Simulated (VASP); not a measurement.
# HfN (Fm-3m) in VASP: a series of runs

The runs below take HfN through single point, with PBE.

All numbers are computed with VASP 6.6.1; they aren't measurements. Logs are shortened: lines on timing, memory, paths and dates and some standing lists are left out, and cuts for length are marked.

### 1 The cell of the first run

The structure is cubic, space group Fm-3m (No. 225). The conventional cell has a = 4.512 Å, b = 4.512 Å, c = 4.512 Å, α = 90.00°, β = 90.00°, γ = 90.00°. Within 3.0 Å of Hf (site symmetry m-3m) lie 6 N at 2.26 Å. Within 3.0 Å of N (site symmetry m-3m) lie 6 Hf at 2.26 Å.

### 2 Single point, PBE

File INCAR:

```
  ALGO = Normal
  EDIFF = 1E-6
  ENCUT = 600
  GGA = PE
  GGA_COMPAT = False
  ISIF = 2
  ISMEAR = 0
  LASPH = True
  LCHARG = False
  LREAL = False
  LWAVE = False
  NBANDS = 14
  NELM = 120
  PREC = Accurate
  SIGMA = 0.015
```

File KPOINTS:

```
k-points
0
Gamma
  10 10 10
```

File POSCAR:

```
HfN
1.0
    0.0000000000      2.2560000000      2.2560000000
    2.2560000000      0.0000000000      2.2560000000
    2.2560000000      2.2560000000      0.0000000000
Hf N
1 1
Direct
    0.0000000000      0.0000000000      0.0000000000
    0.5000000000      0.5000000000      0.5000000000
```

Potentials or basis: VASP PAW PBE potentials, release 64 (Hf_pv, N).

Command:

```sh
$ cat potpaw_PBE.64/Hf_pv/POTCAR potpaw_PBE.64/N/POTCAR > POTCAR
$ mpirun -np 1 vasp_std > vasp.out
```

OUTCAR:

```text
EDIFF = 1E-6
   ENCUT = 600
   GGA = PE
   ISIF = 2
   ISMEAR = 0
   LASPH = True
   LREAL = False
   NELM = 120
   PREC = Accurate

 ion  position               nearest neighbor table
   1  0.000  0.000  0.000-   2 2.26   2 2.26   2 2.26   2 2.26   2 2.26   2 2.26
   2  0.500  0.500  0.500-   1 2.26   1 2.26   1 2.26   1 2.26   1 2.26   1 2.26

  LATTYP: Found a face centered cubic cell.
 ALAT       =     4.5120000000

  Lattice vectors:

 A1 = (   0.0000000000,   2.2560000000,   2.2560000000)
 A2 = (   2.2560000000,   0.0000000000,   2.2560000000)
 A3 = (   2.2560000000,   2.2560000000,   0.0000000000)

Analysis of symmetry for initial positions (statically):
=====================================================================
 Subroutine PRICEL returns:
 Original cell was already a primitive cell.

 Routine SETGRP: Setting up the symmetry group for a
 face centered cubic supercell.

 Subroutine GETGRP returns: Found 48 space group operations
 (whereof 48 operations were pure point group operations)
 out of a pool of 48 trial point group operations.

The static configuration has the point symmetry O_h .

Analysis of symmetry for dynamics (positions and initial velocities):
=====================================================================
 Subroutine PRICEL returns:
 Original cell was already a primitive cell.

 Routine SETGRP: Setting up the symmetry group for a
 face centered cubic supercell.

 Subroutine GETGRP returns: Found 48 space group operations
 (whereof 48 operations were pure point group operations)
 out of a pool of 48 trial point group operations.

The dynamic configuration has the point symmetry O_h .

 Subroutine INISYM returns: Found 48 space group operations
 (whereof 48 operations are pure point group operations),
 and found     1 'primitive' translations

----------------------------------------------------------------------------------------

                                     Primitive cell

  volume of cell :      22.9640

  direct lattice vectors                    reciprocal lattice vectors
     0.000000000  2.256000000  2.256000000    -0.221631206  0.221631206  0.221631206
     2.256000000  0.000000000  2.256000000     0.221631206 -0.221631206  0.221631206
     2.256000000  2.256000000  0.000000000     0.221631206  0.221631206 -0.221631206

  length of vectors
     3.190465797  3.190465797  3.190465797     0.383876509  0.383876509  0.383876509

  position of ions in fractional coordinates (direct lattice)
     0.000000000  0.000000000  0.000000000
     0.500000000  0.500000000  0.500000000

  ion indices of the primitive-cell ions
   primitive index   ion index
                 1           1
                 2           2

----------------------------------------------------------------------------------------

 KPOINTS: k-points

Automatic generation of k-mesh.
 Grid dimensions read from file:
 generate k-points for:   10   10   10

 Generating k-lattice:

  Cartesian coordinates                     Fractional coordinates (reciprocal lattice)
    -0.022163121  0.022163121  0.022163121     0.100000000  0.000000000  0.000000000
     0.022163121 -0.022163121  0.022163121     0.000000000  0.100000000  0.000000000
     0.022163121  0.022163121 -0.022163121     0.000000000  0.000000000  0.100000000

  Length of vectors
     0.038387651  0.038387651  0.038387651

  Shift w.r.t. Gamma in fractional coordinates (k-lattice)
     0.000000000  0.000000000  0.000000000

 Subroutine IBZKPT returns following result:
 ===========================================

 Found     47 irreducible k-points:

 Following reciprocal coordinates:
            Coordinates               Weight
  0.000000  0.000000  0.000000      1.000000
  0.100000  0.000000  0.000000      8.000000
  0.200000  0.000000  0.000000      8.000000
  0.300000  0.000000  0.000000      8.000000
  0.400000  0.000000  0.000000      8.000000
  0.500000  0.000000  0.000000      4.000000
[... 16 lines left out ...]
  0.300000  0.300000  0.000000      6.000000
  0.400000  0.300000  0.000000     24.000000
 [... further k-points ...]
   k-points           NKPTS =     47   k-points in BZ     NKDIM =     47   number of bands    NBANDS=     14
   number of dos      NEDOS =    301   number of ions     NIONS =      2
   total plane-waves  NPLWV =  21952
   dimension x,y,z NGX =    28 NGY =   28 NGZ =   28
   dimension x,y,z NGXF=    56 NGYF=   56 NGZF=   56
   ions per type =               1   1
   NGX,Y,Z   is equivalent  to a cutoff of  14.59, 14.59, 14.59 a.u.
   NGXF,Y,Z  is equivalent  to a cutoff of  29.18, 29.18, 29.18 a.u.
 SYSTEM =  unknown system
   PREC   = accura    normal or accurate (medium, high low for compatibility)
   ISTART =      0    job   : 0-new  1-cont  2-samecut
   ICHARG =      2    charge: 1-file 2-atom 10-const
   ISPIN  =      1    spin polarized calculation?
   LNONCOLLINEAR =      F non collinear calculations
   LSORBIT =      F    spin-orbit coupling
   LASPH  =      T    aspherical Exc in radial PAW
   ENCUT  =  600.0 eV  44.10 Ry    6.64 a.u.   6.37  6.37  6.37*2*pi/ulx,y,z
   NELM   =    120;   NELMIN=  2; NELMDL= -5     # of ELM steps
   EDIFF  = 0.1E-05   stopping-criterion for ELM
   LREAL  =      F    real-space projection
   EDIFFG = 0.1E-04   stopping-criterion for IOM
   NSW    =      0    number of steps for IOM
   IBRION =     -1    ionic relax: 0-MD 1-quasi-New 2-CG
   NFREE  =      0    steps in history (QN), initial steepest desc. (CG)
   ISIF   =      2    stress and relaxation
   ISYM   =      2    0-nonsym 1-usesym 2-fastsym
   POTIM  = 0.5000    time-step for ionic-motion
   TEBEG  =    0.0;   TEEND  =   0.0 temperature during run
   PSTRESS=    0.0 pullay stress
   NELECT =      15.0000    total number of electrons
   NUPDOWN=      -1.0000    fix difference up-down
   EMIN   =  10.00;   EMAX   =-10.00  energy-range for DOS
   EFERMI =   0.00;   METHOD = LEGACY
   ISMEAR =     0;   SIGMA  =   0.01  broadening in eV -4-tet -1-fermi 0-gaus
   EFERMI_NEDOS =   21; number of points for ismear=-14 and -15
   IALGO  =     38    algorithm
   IMIX   =      4    mixing-type and parameters
     AMIX     =   0.40;   BMIX     =  1.00
     AMIX_MAG =   1.60;   BMIX_MAG =  1.00
  volume/ion in A,a.u.               =      11.48        77.48
  Fermi-wavevector in a.u.,A,eV,Ry     =   1.420440  2.684242 27.451783  2.017649
  Thomas-Fermi vector in A             =   2.541355
   LORBIT       =      0    0 simple, 1 ext, 2 COOP (PROOUT), +10 PAW based schemes
   GGA     = PE    functional components
   LHFCALC =     F    Hartree Fock is set to
   AEXX    =    0.0000 exact exchange contribution
   IVDW    =     0    specifies the selected vdW correction
   LEPSILON=     F    determine dielectric tensor
   LRPA    =     F    only Hartree local field effects (RPA)
 non-spin polarized calculation
 Gauss-broadening in eV      SIGMA  =   0.01
  energy-cutoff  :      600.00
  volume of cell :       22.96
 maximum number of plane-waves:       785
 NGX is ok and might be reduce to    28
   NGX = 13   NGY = 13   NGZ = 13

 number of electron      15.0000002 magnetization

 Free energy of the ion-electron system (eV)
  ---------------------------------------------------
  ext. energy  EPLUGINS =         0.00000000
  ---------------------------------------------------
  free energy    TOTEN  =       -21.74723243 eV

  energy without entropy =      -21.74716879  energy(sigma->0) =      -21.74720061

 E-fermi :   8.4603     XC(G=0): -12.7533

 val. band max:        8.4152359975   @ k =  -0.4000   0.3000   0.0000
 cond. band min:       8.4706035912   @ k =  -0.1000   0.1000   0.0000
 fundamental gap:      0.0553675937
 Fermi energy:         8.4603433141

 k-point     1 :       0.0000    0.0000    0.0000
  band No.  band energies     occupation
      1     -22.7097      2.00000
      2     -22.7097      2.00000
      3     -22.7097      2.00000
      4      -9.1194      2.00000
      5       5.3806      2.00000
      6       5.3806      2.00000
      7       5.3806      2.00000
      8       8.0745      2.00000
      9       8.0745      2.00000
     10       8.0745      2.00000
     11      10.2531      0.00000
     12      10.4022      0.00000
     13      10.4022      0.00000
     14      17.9965      0.00000

 k-point     2 :       0.1000    0.0000    0.0000
  band No.  band energies     occupation
      1     -22.8117      2.00000
      2     -22.7181      2.00000
      3     -22.7181      2.00000
      4      -8.8898      2.00000
      5       4.4603      2.00000
      6       4.8375      2.00000
      7       4.8375      2.00000
      8       8.2999      2.00000
      9       8.4015      2.00000
     10       8.4015      2.00000
     11      10.9541      0.00000
     12      11.1412      0.00000
     13      11.1412      0.00000
     14      18.7659      0.00000

 k-point     3 :       0.2000    0.0000    0.0000
  band No.  band energies     occupation
      1     -23.0683      2.00000
      2     -22.7402      2.00000
      3     -22.7402      2.00000
      4      -8.2729      2.00000
      5       2.7873      2.00000
      6       3.8428      2.00000
      7       3.8428      2.00000
      8       8.6843      0.00000
      9       9.2191      0.00000
     10       9.2191      0.00000
     11      12.4045      0.00000
     12      12.8123      0.00000
     13      12.8123      0.00000
     14      20.5944      0.00000
[... 324 lines left out ...]
 k-point    23 :       0.3000    0.3000    0.0000
  band No.  band energies     occupation
      1     -23.2824      2.00000
      2     -22.9151      2.00000
      3     -22.9151      2.00000
      4      -7.8290      2.00000
      5       1.5859      2.00000
      6       4.5383      2.00000
      7       4.5383      2.00000
      8       5.4986      2.00000
      9      11.6914      0.00000
     10      12.2028      0.00000
     11      12.5354      0.00000
     12      12.5354      0.00000
     13      17.4478      0.00000
     14      20.6482      0.00000

 k-point    24 :       0.4000    0.3000    0.0000
  band No.  band energies     occupation
      1     -23.3923      2.00000
      2     -22.9768      2.00000
      3     -22.9474      2.00000
      4      -7.7193      2.00000
      5       1.8026      2.00000
      6       3.7942      2.00000
      7       4.2781      2.00000
      8       5.9383      2.00000
      9      12.5285      0.00000
     10      13.0212      0.00000
     11      13.1934      0.00000
     12      13.2679      0.00000
     13      17.6127      0.00000
     14      19.8103      0.00000

 [... further k-points ...]

------------------------ aborting loop because EDIFF is reached ----------------------------------------

  FORCE on cell =-STRESS in cart. coord.  units (eV):
  Direction    XX          YY          ZZ          XY          YZ          ZX
  --------------------------------------------------------------------------------------
  -------------------------------------------------------------------------------------
  Total        0.5859770      0.5859770      0.5859770     -0.0000000     -0.0000000      0.0000000
  in kB       40.8831069     40.8831069     40.8831069     -0.0000000     -0.0000000      0.0000000
  external PRESSURE =      40.8831069 kB  Pullay stress =       0.0000000 kB

 VOLUME and BASIS-vectors are now :
 -----------------------------------------------------------------------------
  energy-cutoff  :      600.00
  volume of cell :       22.96
      direct lattice vectors                 reciprocal lattice vectors
     0.000000000  2.256000000  2.256000000    -0.221631206  0.221631206  0.221631206
     2.256000000  0.000000000  2.256000000     0.221631206 -0.221631206  0.221631206
     2.256000000  2.256000000  0.000000000     0.221631206  0.221631206 -0.221631206

 POSITION                                       TOTAL-FORCE (eV/Angst)
 -----------------------------------------------------------------------------------
      0.00000      0.00000      0.00000        -0.000000      0.000000      0.000000
      2.25600      2.25600      2.25600         0.000000     -0.000000     -0.000000
 -----------------------------------------------------------------------------------
    total drift:                                0.000000      0.000000      0.000000

  FREE ENERGIE OF THE ION-ELECTRON SYSTEM (eV)
  ---------------------------------------------------
  free  energy   TOTEN  =       -21.7472324273 eV

  energy  without entropy=      -21.7471687936  energy(sigma->0) =      -21.74720061
```

It took 14 s on 1 thread of AMD EPYC 9R45 (Zen 5), shared host; peak memory 0.14 GiB.

Results:

- Free energy: -21.7472 eV
- Pressure: 4.1 GPa
- Band gap on the k mesh: zero (an odd number of electrons rules out a gap without spin polarisation)

Caveat: the cell stands under pressure; spin-orbit coupling is left out, which moves the levels of the heavy elements.

[end of part 1 of 3]
